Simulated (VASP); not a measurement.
Ca2HO2, 5 atoms in the cell. The cell holds a slab with vacuum, 5 atoms: a = 3.329 Å, b = 3.329 Å, c = 19.655 Å, α = 90.00°, β = 90.00°, γ = 120.00°. 

| Property | Result |
| --- | --- |
| Program | VASP 6.6.1 |
| Task | single point |
| Functional | LDA |
| Potentials or basis | VASP PAW LDA potentials, release 64 (O, Ca_sv, H) |
| Cutoff | 520 eV |
| k mesh | 9 × 9 × 1 |
| Occupations | gaussian, width 0.05 eV |
| Spin | collinear spin |
| Starting moments | [0.0, 0.0, 0.0, 0.0, 1.0] μB |
| Dipole correction | yes |
| Further INCAR settings | ALGO = Normal; EDIFF = 1e-07; NBANDS = 28 |

Potentials or basis: VASP PAW LDA potentials, release 64 (O, Ca_sv, H).

The run is started by

```console
$ cat potpaw_LDA.64/O/POTCAR potpaw_LDA.64/Ca_sv/POTCAR potpaw_LDA.64/H/POTCAR > POTCAR
$ mpirun -np 1 vasp_std > vasp.out
```

Hardware: 1 thread of Intel Xeon 8259CL, on a shared host.

Question: How long does it take, and how much memory?

Answer: It took 7.9 min on 1 thread of Intel Xeon 8259CL, with other jobs on the host, peak memory 0.36 GiB. Counts: scf iterations 38, k points 12.
